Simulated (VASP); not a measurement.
Set up this calculation in VASP 6.6.1, as the native input.

- Task: single point
- Functional: LDA
- Potentials or basis: VASP PAW LDA potentials, release 64 (K_sv, Ca_sv, F)
- Cutoff: 520 eV
- k mesh: 6 × 6 × 6
- Occupations: gaussian, width 0.05 eV
- Spin: no spin polarisation
- Dipole correction: no
- Further INCAR settings: ALGO = Normal; EDIFF = 1e-06; NBANDS = 28

The structure of KCaF3 lies in POSCAR:

```
KCaF3
1.0
    3.9929649530      0.0000000000      0.0000000000
    0.0000000000      3.9929649530      0.0000000000
    0.0000000000      0.0000000000      5.6460524435
K Ca F
1 1 3
Direct
    0.5000000000      0.5000000000      0.5000000000
    0.0000000000      0.0000000000      0.0000000000
    0.0000000000      0.5000000000      0.0000000000
    0.0000000000      0.0000000000      0.5000000000
    0.5000000000      0.0000000000      0.0000000000
```

This cell differs from its parent crystal: ratio of the length along z to the lengths across it x 1.414, volume and fractional coordinates fixed.

The input as run:

INCAR

```
PREC = Accurate
ENCUT = 520
EDIFF = 1E-6
ISMEAR = 0
SIGMA = 0.05
LREAL = False
LASPH = True
NELM = 100
ALGO = Normal
ISIF = 2
LWAVE = False
LCHARG = False
NBANDS = 28
```

KPOINTS

```
regular mesh
0
Gamma
  6 6 6
```

Potentials or basis: VASP PAW LDA potentials, release 64 (K_sv, Ca_sv, F).

The run is started by

```console
$ cat potpaw_LDA.64/K_sv/POTCAR potpaw_LDA.64/Ca_sv/POTCAR potpaw_LDA.64/F/POTCAR > POTCAR
$ mpirun -np 1 vasp_std > vasp.out
```

It gave:

| Item | Value |
| --- | --- |
| Pressure | 5.5 GPa |
| Band gap on the k mesh | 5.29 eV |

Caveat: the stress differs along the axes, from -8 to 12 GPa.

It took 66 s on 1 thread of Intel(R) Xeon(R) Platinum 8375C CPU @ 2.90GHz (Ice Lake) (shared host), peak memory 0.22 GiB.
